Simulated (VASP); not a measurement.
Here is a VASP 6.6.1 calculation.

INCAR

```
SYSTEM = Mg2GeN3
ALGO = Normal
EDIFF = 1E-6
ENCUT = 520
GGA = PE
ISIF = 2
ISMEAR = 0
LASPH = .True.
LCHARG = .True.
LELF = .True.
LREAL = .False.
LVHAR = .True.
LWAVE = .False.
NBANDS = 26
NELM = 100
PREC = Accurate
SIGMA = 0.1
```

File KPOINTS:

```
k-points
0
Gamma
  12 12 4
  0 0 0
```

POSCAR

```
Mg2GeN3
1.0
    2.9743787015      0.0000000000      0.0000000000
   -1.4871893508      2.5758875159      0.0000000000
    0.0000000000      0.0000000000      7.6427874592
Mg Ge N
2 1 3
Direct
    0.3333333333      0.6666666667      0.6680163544
    0.6666666667      0.3333333333      0.3319836456
    0.0000000000      0.0000000000      0.0000000000
    0.3333333333      0.6666666667      0.1448399596
    0.6666666667      0.3333333333      0.8551600404
    0.0000000000      0.0000000000      0.5000000000
```

Potentials or basis: VASP PAW PBE potentials, release 64 (Mg, Ge_d, N).

Launch:

```sh
$ cat potpaw_PBE.64/Mg/POTCAR potpaw_PBE.64/Ge_d/POTCAR potpaw_PBE.64/N/POTCAR > POTCAR
$ mpirun -np 1 vasp_std > vasp.out
```

**Question.** What does it give for the largest force?

**Answer.** 0.036 eV/Å.

**Question.** Predict the pressure.

**Answer.** 4.9 GPa.

Forces in eV/Å, atoms in the order of the input:
```
Mg   0.000  0.000  0.006
Mg   0.000  0.000 -0.006
Ge   0.000  0.000  0.000
N    0.000  0.000  0.036
N    0.000  0.000 -0.036
N    0.000  0.000  0.000
```
